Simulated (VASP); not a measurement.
# In5Ga3As8 (P1) in VASP: single point with PBEsol

Aim: the single point of In5Ga3As8 with PBEsol.

Everything below comes from runs of VASP 6.6.1. Logs are shortened: lines on timing, memory, paths and dates and some standing lists are left out, and cuts for length are marked.

## Step 1: The cell of the first run

The typed cell holds 64 atoms: a = 11.848 Å, b = 11.848 Å, c = 11.848 Å, α = 90.00°, β = 90.00°, γ = 90.00°.

## Step 2: Single point, PBEsol

INCAR

```
ALGO = Normal ; EDIFF = 1E-6
ENCUT = 500 ; GGA = PS
GGA_COMPAT = F ; ISIF = 2
ISMEAR = -1 ; ISYM = -1
LASPH = T ; LCHARG = F
LREAL = Auto ; LWAVE = F
NBANDS = 326 ; NELM = 120
PREC = Accurate ; SIGMA = 0.05
```

KPOINTS

```
explicit points
1
Reciprocal
  0.25000000   0.25000000   0.25000000 1
```

POSCAR

```
In5Ga3As8
1.0
   11.8483363818      0.0000000000      0.0000000000
    0.0000000000     11.8483363818      0.0000000000
    0.0000000000      0.0000000000     11.8483363818
In Ga As
20 12 32
Direct
    0.0009500000      0.0033390000      0.9932230000
    0.0004310000      0.9981000000      0.5052540000
    0.0009380000      0.4981360000      0.0023240000
    0.5002470000      0.0034010000      0.9977030000
    0.5003940000      0.9978280000      0.5024840000
    0.5008100000      0.4989000000      0.0076610000
    0.2479860000      0.2507030000      0.0016840000
    0.2485780000      0.2550990000      0.4992070000
    0.2481710000      0.7503700000      0.9978730000
    0.7528000000      0.2508480000      0.0021030000
    0.7519340000      0.2552460000      0.4989050000
    0.7537370000      0.7508140000      0.9983550000
    0.2508600000      0.0032820000      0.2528510000
    0.2458210000      0.5022620000      0.7440460000
    0.7504180000      0.0032280000      0.2530440000
    0.7543400000      0.5022380000      0.7440650000
    0.9997470000      0.7441900000      0.2563520000
    0.5003320000      0.2468070000      0.7485870000
    0.5001420000      0.7444400000      0.2566530000
    0.4995220000      0.7528710000      0.7438220000
    0.9993550000      0.5010490000      0.4978450000
    0.4984110000      0.5017270000      0.4939900000
    0.2462070000      0.7452400000      0.5014920000
    0.7504130000      0.7437190000      0.5016210000
    0.2438880000      0.9962130000      0.7463300000
    0.2486560000      0.4980510000      0.2565540000
    0.7541040000      0.9965840000      0.7467890000
    0.7491770000      0.4979970000      0.2565950000
    0.9992420000      0.2564840000      0.2527020000
    0.0000170000      0.2469610000      0.7468950000
    0.9982680000      0.7512980000      0.7422340000
    0.4992310000      0.2563140000      0.2527220000
    0.1162760000      0.1322690000      0.1325480000
    0.1265430000      0.1263680000      0.6344790000
    0.1328570000      0.6180300000      0.1323420000
    0.1155660000      0.6302130000      0.6162800000
    0.6175500000      0.1337310000      0.1323100000
    0.6347510000      0.1185880000      0.6290050000
    0.6351780000      0.6199730000      0.1327790000
    0.6222690000      0.6228320000      0.6109520000
    0.3720870000      0.3756460000      0.1391220000
    0.3833460000      0.3825150000      0.6183280000
    0.3767820000      0.8740750000      0.1258440000
    0.3591710000      0.8739380000      0.6214680000
    0.8739250000      0.3772420000      0.1389490000
    0.8905140000      0.3753080000      0.6235030000
    0.8788170000      0.8764760000      0.1261550000
    0.8673550000      0.8665310000      0.6269930000
    0.3831960000      0.1332940000      0.3724510000
    0.3640300000      0.1171360000      0.8666110000
    0.3658130000      0.6186740000      0.3827230000
    0.3768570000      0.6234020000      0.8742820000
    0.8840140000      0.1323540000      0.3720120000
    0.8729080000      0.1258410000      0.8606500000
    0.8677570000      0.6167020000      0.3830790000
    0.8847960000      0.6310860000      0.8681110000
    0.1176820000      0.3821670000      0.3713690000
    0.1178620000      0.3680080000      0.8669360000
    0.1316100000      0.8690830000      0.3824790000
    0.1221350000      0.8722900000      0.8607110000
    0.6182850000      0.3813390000      0.3710800000
    0.6262210000      0.3766880000      0.8743610000
    0.6334130000      0.8675970000      0.3833390000
    0.6316790000      0.8815410000      0.8682540000
```

Potentials or basis: VASP PAW PBE potentials, release 64 (In_d, Ga_d, As).

On the command line:

```console
cat potpaw_PBE.64/In_d/POTCAR potpaw_PBE.64/Ga_d/POTCAR potpaw_PBE.64/As/POTCAR > POTCAR
mpirun -np 1 vasp_std > vasp.out
```

OUTCAR:

```text
EDIFF = 1E-6
   ENCUT = 500
   GGA = PS
   ISIF = 2
   ISMEAR = -1
   ISYM = -1
   LASPH = T
   LREAL = Auto
   NELM = 120
   PREC = Accurate

 ion  position               nearest neighbor table
   1  0.001  0.003  0.993-  47 2.61  54 2.62  33 2.63  60 2.63
   2  0.000  0.998  0.505-  59 2.62  34 2.62  53 2.63  48 2.65
   3  0.001  0.498  0.002-  35 2.61  58 2.62  56 2.63  45 2.63
   4  0.500  0.003  0.998-  43 2.61  50 2.61  37 2.62  64 2.62
   5  0.500  0.998  0.502-  38 2.61  63 2.62  49 2.62  44 2.63
   6  0.501  0.499  0.008-  39 2.61  62 2.61  52 2.61  41 2.62
[... 56 lines left out ...]
  63  0.633  0.868  0.383-  24 2.46   5 2.62  19 2.62  15 2.62
  64  0.632  0.882  0.868-  27 2.46   4 2.62  12 2.62  20 2.64

IMPORTANT INFORMATION: All symmetrisations will be switched off!
NOSYMM: (Re-)initialisation of all symmetry stuff for point group C_1.

----------------------------------------------------------------------------------------

                                     Primitive cell

  volume of cell :    1663.3059

  direct lattice vectors                    reciprocal lattice vectors
    11.848336382  0.000000000  0.000000000     0.084400035  0.000000000  0.000000000
     0.000000000 11.848336382  0.000000000     0.000000000  0.084400035  0.000000000
     0.000000000  0.000000000 11.848336382     0.000000000  0.000000000  0.084400035

  length of vectors
    11.848336382 11.848336382 11.848336382     0.084400035  0.084400035  0.084400035

  position of ions in fractional coordinates (direct lattice)
     0.000950000  0.003339000  0.993223000
     0.000431000  0.998100000  0.505254000
     0.000938000  0.498136000  0.002324000
     0.500247000  0.003401000  0.997703000
     0.500394000  0.997828000  0.502484000
     0.500810000  0.498900000  0.007661000
[... 56 lines left out ...]
     0.633413000  0.867597000  0.383339000
     0.631679000  0.881541000  0.868254000

  ion indices of the primitive-cell ions
   primitive index   ion index
                 1           1
                 2           2
                 3           3
                 4           4
                 5           5
                 6           6
[... 56 lines left out ...]
                63          63
                64          64

----------------------------------------------------------------------------------------

 KPOINTS: explicit points

Read explicit list of k-points.

 Found      1 k-points:

 Following reciprocal coordinates:
            Coordinates               Weight
  0.250000  0.250000  0.250000      1.000000
   k-points           NKPTS =      1   k-points in BZ     NKDIM =      1   number of bands    NBANDS=    326
   number of dos      NEDOS =    301   number of ions     NIONS =     64
   total plane-waves  NPLWV = 729000
   dimension x,y,z NGX =    90 NGY =   90 NGZ =   90
   dimension x,y,z NGXF=   180 NGYF=  180 NGZF=  180
   ions per type =              20  12  32
   NGX,Y,Z   is equivalent  to a cutoff of  12.63, 12.63, 12.63 a.u.
   NGXF,Y,Z  is equivalent  to a cutoff of  25.26, 25.26, 25.26 a.u.
 SYSTEM =  unknown system
   PREC   = accura    normal or accurate (medium, high low for compatibility)
   ISTART =      0    job   : 0-new  1-cont  2-samecut
   ICHARG =      2    charge: 1-file 2-atom 10-const
   ISPIN  =      1    spin polarized calculation?
   LNONCOLLINEAR =      F non collinear calculations
   LSORBIT =      F    spin-orbit coupling
   LASPH  =      T    aspherical Exc in radial PAW
   ENCUT  =  500.0 eV  36.75 Ry    6.06 a.u.  21.60 21.60 21.60*2*pi/ulx,y,z
   NELM   =    120;   NELMIN=  2; NELMDL= -5     # of ELM steps
   EDIFF  = 0.1E-05   stopping-criterion for ELM
   LREAL  =      T    real-space projection
   EDIFFG = 0.1E-04   stopping-criterion for IOM
   NSW    =      0    number of steps for IOM
   IBRION =     -1    ionic relax: 0-MD 1-quasi-New 2-CG
   NFREE  =      0    steps in history (QN), initial steepest desc. (CG)
   ISIF   =      2    stress and relaxation
   ISYM   =     -1    0-nonsym 1-usesym 2-fastsym
   POTIM  = 0.5000    time-step for ionic-motion
   TEBEG  =    0.0;   TEEND  =   0.0 temperature during run
   PSTRESS=    0.0 pullay stress
   NELECT =     576.0000    total number of electrons
   NUPDOWN=      -1.0000    fix difference up-down
   EMIN   =  10.00;   EMAX   =-10.00  energy-range for DOS
   EFERMI =   0.00;   METHOD = LEGACY
   ISMEAR =    -1;   SIGMA  =   0.05  broadening in eV -4-tet -1-fermi 0-gaus
   EFERMI_NEDOS =   21; number of points for ismear=-14 and -15
   IALGO  =     38    algorithm
   IMIX   =      4    mixing-type and parameters
     AMIX     =   0.40;   BMIX     =  1.00
     AMIX_MAG =   1.60;   BMIX_MAG =  1.00
  volume/ion in A,a.u.               =      25.99       175.38
  Fermi-wavevector in a.u.,A,eV,Ry     =   1.149631  2.172487 17.982144  1.321650
  Thomas-Fermi vector in A             =   2.286299
   LORBIT       =      0    0 simple, 1 ext, 2 COOP (PROOUT), +10 PAW based schemes
   GGA     = PS    functional components
   LHFCALC =     F    Hartree Fock is set to
   AEXX    =    0.0000 exact exchange contribution
   IVDW    =     0    specifies the selected vdW correction
   LEPSILON=     F    determine dielectric tensor
   LRPA    =     F    only Hartree local field effects (RPA)
 non-spin polarized calculation
  energy-cutoff  :      500.00
  volume of cell :     1663.31
 maximum number of plane-waves:     42184
 NGX is ok and might be reduce to    90
   NGX = 43   NGY = 43   NGZ = 43

 number of electron     576.0000005 magnetization

 Free energy of the ion-electron system (eV)
  ---------------------------------------------------
  ext. energy  EPLUGINS =         0.00000000
  ---------------------------------------------------
  free energy    TOTEN  =      -278.01777593 eV

  energy without entropy =     -278.01772544  energy(sigma->0) =     -278.01775069

 E-fermi :   4.4767     XC(G=0):  -9.4126

 val. band max:        3.9052440833   @ k =   0.2500   0.2500   0.2500
 cond. band min:       5.0167216472   @ k =   0.2500   0.2500   0.2500
 fundamental gap:      1.1114775639
 Fermi energy:         4.4766686595

 k-point     1 :       0.2500    0.2500    0.2500
  band No.  band energies     occupation
      1     -10.7204      2.00000
      2     -10.7180      2.00000
      3     -10.7134      2.00000
      4     -10.7107      2.00000
      5     -10.7093      2.00000
      6     -10.7071      2.00000
[... 292 lines left out ...]
    299       6.1150      0.00000
    300       6.1707      0.00000
 [bands above 300 left out]

------------------------ aborting loop because EDIFF is reached ----------------------------------------

  FORCE on cell =-STRESS in cart. coord.  units (eV):
  Direction    XX          YY          ZZ          XY          YZ          ZX
  --------------------------------------------------------------------------------------
  -------------------------------------------------------------------------------------
  Total        1.0527857      0.6002699      1.6027711     -5.8745922     -6.5099343     -5.8210566
  in kB        1.0140945      0.5782092      1.5438673     -5.6586937     -6.2706861     -5.6071256
  external PRESSURE =       1.0453903 kB  Pullay stress =       0.0000000 kB

 VOLUME and BASIS-vectors are now :
 -----------------------------------------------------------------------------
  energy-cutoff  :      500.00
  volume of cell :     1663.31
      direct lattice vectors                 reciprocal lattice vectors
    11.848336382  0.000000000  0.000000000     0.084400035  0.000000000  0.000000000
     0.000000000 11.848336382  0.000000000     0.000000000  0.084400035  0.000000000
     0.000000000  0.000000000 11.848336382     0.000000000  0.000000000  0.084400035

 POSITION                                       TOTAL-FORCE (eV/Angst)
 -----------------------------------------------------------------------------------
      0.01126      0.03956     11.76804         0.001460     -0.001607      0.003797
      0.00511     11.82582      5.98642        -0.007245     -0.002311      0.000314
      0.01111      5.90208      0.02754         0.001466      0.000943     -0.000129
      5.92709      0.04030     11.82112        -0.002116      0.003211      0.004229
      5.92884     11.82260      5.95360        -0.001195      0.001287     -0.003382
      5.93377      5.91114      0.09077        -0.004165     -0.001084      0.009326
[... 56 lines left out ...]
      7.50489     10.27958      4.54193        -0.003418     -0.000816     -0.001718
      7.48435     10.44479     10.28737        -0.003732     -0.001002      0.000538
 -----------------------------------------------------------------------------------
    total drift:                               -0.012146     -0.007734      0.006371

  FREE ENERGIE OF THE ION-ELECTRON SYSTEM (eV)
  ---------------------------------------------------
  free  energy   TOTEN  =      -278.0177759337 eV

  energy  without entropy=     -278.0177254423  energy(sigma->0) =     -278.01775069
```

Wall time 24 min (1 thread of Intel Xeon Platinum 8259CL at 2.50GHz (Skylake/Cascade Lake), shared host); peak memory 1.5 GiB.

What came out:

- Free energy: -278.0178 eV
- Pressure: 0.1 GPa
- Largest force: 0.021 eV/Å
- Band gap on the k mesh: 1.11 eV

Forces on the atoms (eV/Å):
```
In   0.001 -0.002  0.004
In  -0.007 -0.002  0.000
In   0.001  0.001  0.000
In  -0.002  0.003  0.004
In  -0.001  0.001 -0.003
In  -0.004 -0.001  0.009
In   0.004  0.003 -0.009
In  -0.004  0.007 -0.003
In   0.000 -0.003 -0.005
In   0.009  0.001 -0.003
In   0.001  0.013 -0.001
In  -0.003 -0.003 -0.008
In  -0.004  0.000 -0.001
In  -0.007  0.000 -0.006
In   0.001  0.004 -0.003
In   0.002 -0.004  0.001
In  -0.002 -0.002  0.020
In   0.001 -0.007  0.001
In   0.000  0.001  0.014
In   0.005  0.002  0.007
Ga   0.000  0.000 -0.001
Ga  -0.002  0.004 -0.006
Ga   0.004 -0.008 -0.003
Ga   0.008 -0.002 -0.006
Ga  -0.001  0.001 -0.001
Ga  -0.002 -0.001  0.006
Ga   0.007 -0.005 -0.002
Ga   0.002 -0.002  0.003
Ga   0.004  0.004  0.009
Ga  -0.001  0.000 -0.002
Ga   0.002  0.000 -0.003
Ga   0.007  0.003  0.007
As  -0.010  0.001  0.005
As   0.001  0.003 -0.003
As   0.006 -0.001 -0.004
As   0.001 -0.002  0.004
As  -0.006 -0.001  0.005
As  -0.003  0.008 -0.007
As   0.008  0.000 -0.006
As  -0.002 -0.004  0.000
As  -0.007  0.005 -0.010
As   0.006 -0.004  0.005
As   0.005 -0.003 -0.004
As  -0.005  0.005  0.003
As  -0.005  0.003 -0.011
As   0.001 -0.003  0.005
As   0.001  0.002 -0.002
As  -0.006  0.005  0.002
As   0.006 -0.010 -0.001
As  -0.002  0.000  0.002
As  -0.003  0.007  0.003
As   0.005 -0.005  0.002
As   0.007 -0.012 -0.002
As  -0.007  0.003  0.004
As  -0.005  0.004  0.001
As   0.001  0.001  0.004
As  -0.001 -0.003 -0.001
As   0.006 -0.002  0.004
As  -0.001  0.009 -0.011
As  -0.001 -0.004  0.002
As  -0.004 -0.006  0.004
As   0.002  0.004 -0.008
As  -0.003 -0.001 -0.002
As  -0.004 -0.001  0.001
```

Stress tensor (GPa, compression positive):
```
 0.10 -0.57 -0.56
-0.57  0.06 -0.63
-0.56 -0.63  0.15
```

Caveat: the PAW data sets were made with another functional, which shifts forces and pressure a little; spin-orbit coupling is left out, which moves the levels of the heavy elements; a shifted mesh leaves out Γ, where band edges can lie. A k mesh can miss the band edges.
